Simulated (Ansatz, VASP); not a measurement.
## Two plane-wave programs on Cu

```
CELL_PARAMETERS angstrom
-1.29851 1.29851 1.37608
1.29851 -1.29851 1.37608
1.29851 1.29851 -1.37608
ATOMIC_POSITIONS crystal
Cu 0.00000 0.00000 0.00000
```

Change from the starting cell: strain -0.1000 x Voigt [1, 1, 0, 0, 0, 0], atoms carried along.

Alike in both runs: task single point; functional r2SCAN; k mesh 24 × 24 × 24; occupations gaussian, width 0.15 eV; no spin polarisation.

|  | VASP | Ansatz |
| --- | --- | --- |
| version | VASP 6.6.1 | Ansatz 0.2.0 |
| potentials or method | VASP PAW PBE potentials, release 64 (Cu), cutoff 520 eV | scalar-relativistic, plane waves, PAW |
| valence electrons in the cell | 11 | 19 |

|  | VASP | Ansatz | Ansatz less VASP |
| --- | --- | --- | --- |
| gap on the k mesh at the Fermi level (eV) | none | none | - |
| pressure (GPa) | 59.3 | 58.2 | -1.05 |
| traceless stress, the component that is largest in VASP (GPa) | 0.56 | 0.55 | -0.009 |

VASP's potentials were made for PBE, not for r2SCAN. A gap of «none» marks a metal or a gap that the smearing closes. Both programs put the cell under a high pressure, so it lies far from rest at this level. VASP's potentials hold 11 valence electrons a cell and Ansatz's 19, so a difference there can come from the potentials and not from the codes.
